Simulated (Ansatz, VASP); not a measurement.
**Ni2Sn2Au: VASP beside Ansatz**

INCAR

```
ALGO = Normal ; EDIFF = 1E-6
ENCUT = 520 ; GGA = PE
ISIF = 2 ; ISMEAR = -1
LASPH = T ; LCHARG = F
LREAL = F ; LWAVE = F
NBANDS = 38 ; NELM = 60
PREC = Accurate ; SIGMA = 0.0264
```

KPOINTS

```
k-points
0
Gamma
  9 9 9
```

POSCAR

```
Ni2Sn2Au
1.0
    0.0000000000      4.2343980000      0.0000000000
    4.2343980000      0.0000000000      0.0000000000
    2.1171990000      2.1171990000     -4.8574140000
Sn Au Ni
2 1 2
Direct
    0.3800000000      0.3800000000      0.2400000000
    0.6200000000      0.6200000000      0.7600000000
    0.0000000000      0.0000000000      0.0000000000
    0.7500000000      0.2500000000      0.5000000000
    0.2500000000      0.7500000000      0.5000000000
```

Input for Ansatz:

```yaml
crystal:
  lattice:
    - [0.0, 4.234398, 0.0]
    - [4.234398, 0.0, 0.0]
    - [2.117199, 2.117199, -4.857414]
  atoms:
    - { symbol: Sn, position: [0.38, 0.38, 0.24] }
    - { symbol: Sn, position: [0.62, 0.62, 0.76] }
    - { symbol: Au, position: [0.0, 0.0, 0.0] }
    - { symbol: Ni, position: [0.75, 0.25, 0.5] }
    - { symbol: Ni, position: [0.25, 0.75, 0.5] }
  symmetry: { tolerance: 0.0003 }
kpoints:
  mp_grid: { grid: [9, 9, 9], shift: [0, 0, 0] }
  band_path:
    path:
      - [0.0, 0.0, 0.0]
      - [0.5, 0.5, 0.5]
      - [0.5, 0.5, 0.25]
      - [0.0, 0.5, 0.0]
      - [0.0, 0.0, 0.0]
      - [0.0, 0.0, -0.5]
      - [0.0, 0.40500885, -0.29749557]
      - [0.0, 0.59499115, 0.29749557]
      - [0.0, 0.0, 0.0]
      - [0.5, 0.5, 0.5]
      - [0.40500885, 0.59499115, 0.5]
    npoints: 6
magnetization:
  spin_polarized: false
scf:
  occupations: { method: fermi_dirac, width: 0.0264 }
  lower_state_search: "off"
  max_iter: 200
hamiltonian:
  pseudopotentials: { kind: paw }
  xc: pbe
basis:
  ecutwfc: 420
  fft_grid_basis: typed
output:
  forces: true
  stress: true
  eigenvalues: true
  bader: true
  populations: true
  elf: true
  write_potential: true
  volumetric_format: npy
  dos:
    e_range: [-12, 8]
    de: 0.05
    projected: { site_lists: { Au: [Au], Ni: [Ni], Sn: [Sn] } }
checkpoint:
  read: saved_state
```

Alike in both runs: task single point; functional PBE; k mesh 9 × 9 × 9; occupations fermi-dirac, width 0.0264 eV; no spin polarisation.

|  | VASP | Ansatz |
| --- | --- | --- |
| version | VASP 6.6.1 | Ansatz 0.2.0 |
| potentials or method | VASP PAW PBE potentials, release 64 (Sn_d, Au, Ni), cutoff 520 eV | PAW plane waves |
| valence electrons in the cell | 59 | 83 |

```csv
,VASP,Ansatz,Ansatz less VASP
pressure (GPa),15.3,15.3,-0.02
"traceless stress, the component that is largest in VASP (GPa)",18.82,18.77,-0.049
rms of the force components (eV/Å),1.905,1.898,-0.0067
```

Atom by atom the forces differ by 0.007 eV/Å (rms over components). VASP's potentials hold 59 valence electrons a cell and Ansatz's 83, so a difference there can come from the potentials and not from the codes.

Neither program's run includes spin-orbit coupling.
